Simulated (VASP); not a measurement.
BeTe:

```xyz
2
Lattice="0.0000 2.8286 2.8286 2.8286 0.0000 2.8286 2.8286 2.8286 0.0000" Properties=species:S:1:pos:R:3 pbc="T T T"
Be    0.0000    0.0000    0.0000
Te    1.4143    1.4143    1.4143
```

Program: VASP 6.6.1. Alike in all runs: task single point; potentials or basis VASP PAW PBE potentials, release 64 (Be, Te); no spin polarisation; cell as given; cutoff (eV) 520. Hardware: 1 thread of AMD EPYC 7R43 64-Core Processor (Zen 3) (shared host).

Question: Order these runs on this cell by their wall time, lowest first.
A. level r2SCAN; k mesh 8 × 8 × 8; smearing gaussian 0.01 eV
B. level PBE; k mesh 4 × 4 × 4; smearing gaussian 0.01 eV
C. level PBE; k mesh 8 × 8 × 8; smearing fermi-dirac 0.02 eV

Answer: B (6.6 s), C (15 s), A (72 s).

Caveats: some runs use coarse meshes.
